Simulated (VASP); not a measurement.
Write the native input for VASP 6.6.1 that does the following.

```
Task                   : single point
Functional             : PBE
Potentials or basis    : VASP PAW PBE potentials, release 64 (Mg)
Cutoff                 : 600 eV
k mesh                 : 8 × 8 × 8
Occupations            : gaussian, width 0.05 eV
Spin                   : no spin polarisation
Dipole correction      : no
Further INCAR settings : ALGO = Normal; EDIFF = 1e-06; NBANDS = 7
```

The structure of Mg lies in POSCAR:

```
Mg
1.0
   -1.7876214303      1.7876214303      1.7876214303
    1.7876214303     -1.7876214303      1.7876214303
    1.7876214303      1.7876214303     -1.7876214303
Mg
1
Direct
    0.0000000000      0.0000000000      0.0000000000
```

The input as run:

INCAR

```
PREC     = Accurate       # precision mode
ENCUT    = 600            # plane-wave cutoff, eV
EDIFF    = 1E-6           # SCF threshold, eV
ISMEAR   = 0              # smearing method
SIGMA    = 0.05           # smearing width, eV
LREAL    = F              # projectors in reciprocal space
LASPH    = T              # aspherical terms in the spheres
NELM     = 120            # most SCF steps
ALGO     = Normal         # electronic algorithm
ISIF     = 2              # what is computed and relaxed
LWAVE    = F              # write WAVECAR
LCHARG   = F              # write CHGCAR
GGA      = PE             # functional
NBANDS   = 7              # bands
GGA_COMPAT= F
```

KPOINTS

```
Automatic mesh
0
Gamma
  8 8 8
```

Potentials or basis: VASP PAW PBE potentials, release 64 (Mg).

Command:

```console
$ cat potpaw_PBE.64/Mg/POTCAR > POTCAR
$ mpirun -np 1 vasp_std > vasp.out
```

It gave:

```json
{
 "Pressure": "-0.1 GPa",
 "Band gap on the k mesh": "zero (band 1 reaches 6.54 eV, above the bottom of band 2 at 1.76 eV)"
}
```

Run time: 6.2 s on 1 thread of Intel(R) Xeon(R) 6975P-C (Granite Rapids), with other jobs on the host, peak memory 0.15 GiB.
